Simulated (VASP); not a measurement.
A run of VASP 6.6.1 is set up as follows.

The input INCAR:

```
SYSTEM = CdF2
ALGO     = Normal         ! electronic algorithm
EDIFF    = 1E-6           ! SCF threshold, eV
ENCUT    = 600            ! plane-wave cutoff, eV
GGA      = PE             ! functional
GGA_COMPAT= .FALSE.      
ISIF     = 2              ! what is computed and relaxed
ISMEAR   = -1             ! smearing method
LASPH    = .TRUE.         ! aspherical terms in the spheres
LCHARG   = .FALSE.        ! write CHGCAR
LREAL    = .FALSE.        ! projectors in reciprocal space
LWAVE    = .FALSE.        ! write WAVECAR
NBANDS   = 24             ! bands
NELM     = 120            ! most SCF steps
PREC     = Accurate       ! precision mode
SIGMA    = 0.05           ! smearing width, eV
```

Contents of KPOINTS:

```
k-points
0
G
  13 13 7
  0 0 0
```

Contents of POSCAR:

```
CdF2
1.0
    3.5533765355      0.0000000000      0.0000000000
   -1.7766882678      3.0773143490      0.0000000000
    0.0000000000      0.0000000000      4.9659492844
Cd F
1 2
Direct
    0.0000000000      0.0000000000      0.0000000000
    0.3333333333      0.6666666667      0.2003368176
    0.6666666667      0.3333333333      0.7996631824
```

Potentials or basis: VASP PAW PBE potentials, release 64 (Cd_sv_GW, F).

Command:

```console
$ cat potpaw_PBE.64/Cd_sv_GW/POTCAR potpaw_PBE.64/F/POTCAR > POTCAR
$ mpirun -np 1 vasp_std > vasp.out
```

Estimate the largest force.

0.004 eV/Å.

What does it give for the band gap on the k mesh?

3.42 eV (least direct gap 3.45 eV).

Stress tensor (GPa, compression positive):
```
-0.45  0.00  0.00
 0.00 -0.45  0.00
 0.00  0.00 -0.56
```

Caveat: an odd mesh through Γ misses points on the zone boundary, where band edges can lie.
